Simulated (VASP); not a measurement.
Crystal: HfB4C.

```
Hf B C
1.0
     3.28392    0.00000    0.00000
    -1.64196    2.84396    0.00000
     0.00000    0.00000    6.58095
Hf B C
1 4 1
Direct
  0.00000 0.00000 0.00000
  0.00000 0.00000 0.26920
  0.00000 0.00000 0.73080
  0.33333 0.66667 0.50000
  0.66667 0.33333 0.50000
  0.00000 0.00000 0.50000
```

| Property | Result |
| --- | --- |
| Program | VASP 6.6.1 |
| Task | relaxation of cell and atoms |
| Functional | PBE |
| Potentials or basis | VASP PAW PBE potentials, release 64 (Hf_pv, B, C) |
| Cutoff | 600 eV |
| k mesh | 6 × 6 × 4 |
| Occupations | gaussian, width 0.1 eV |
| Spin | no spin polarisation |

At the start: pressure 29.0 GPa; volume 10.24 Å³/atom.

Question: Where does the relaxation end?

Answer: Over 11 steps the energy falls by 878.8 meV/atom and the volume is 12.06 Å³/atom (+17.7 %); space group P6/mmm (No. 191, to 0.05 Å).

Step by step:
```csv
step,energy change (eV),largest force (eV/Å),pressure (GPa),volume (Å³)
1,0.0000,7.7124,28.97,61.46
2,-4.4261,3.9763,-0.86,78.19
3,-5.0121,2.8283,2.25,74.07
4,-5.0884,2.3519,3.80,72.90
5,-5.1042,2.0496,4.81,72.27
6,-5.0733,0.9334,-8.43,76.66
7,-5.2520,0.3400,-2.35,74.26
8,-5.2521,0.3792,-2.17,74.20
9,-5.2714,0.0567,-0.51,72.80
10,-5.2723,0.0272,-0.07,72.46
11,-5.2728,0.0190,-0.08,72.36
```

Final structure:
```xyz
6
Lattice="3.2696 0.0000 0.0000 -1.6348 2.8316 0.0000 0.0000 0.0000 7.8162" Properties=species:S:1:pos:R:3 pbc="T T T"
Hf    0.0000    0.0000    0.0000
B     0.0000    0.0000    2.3639
B     0.0000    0.0000    5.4523
B     0.0000    1.8877    3.9081
B     1.6348    0.9439    3.9081
C     0.0000    0.0000    3.9081
```

Caveat: the k points lie up to 0.37 Å⁻¹ apart in the final cell; the volume moved by over 15 % at a fixed basis, so the end points are rough.
